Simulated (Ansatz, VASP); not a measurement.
One calculation of As, two programs

```
As
1.0
     3.63500    0.00000    0.00000
    -1.81750    3.14800    0.00000
     0.00000    0.00000   28.57424
As
2
Cartesian
  0.0000 2.0987 13.2391
  1.8175 1.0493 15.3351
```

Alike in both runs: task single point; functional PBE; dispersion D3(BJ); k mesh 9 × 9 × 1; occupations gaussian, width 0.02 eV; no spin polarisation.

```csv
,VASP,Ansatz
version,VASP 6.6.1,Ansatz 0.2.0
potentials or method,"VASP PAW PBE potentials, release 64 (As), cutoff 520 eV","scalar-relativistic, plane waves, PAW"
valence electrons in the cell,10,30
```

|  | VASP | Ansatz | Ansatz less VASP |
| --- | --- | --- | --- |
| gap on the k mesh at the Fermi level (eV) | none | none | - |
| rms of the force components (eV/Å) | 1.793 | 1.794 | +0.0003 |

Atom by atom the forces differ by 0.000 eV/Å (rms over components). A gap of «none» marks a metal or a gap that the smearing closes. VASP's potentials hold 10 valence electrons a cell and Ansatz's 30, so a difference there can come from the potentials and not from the codes.
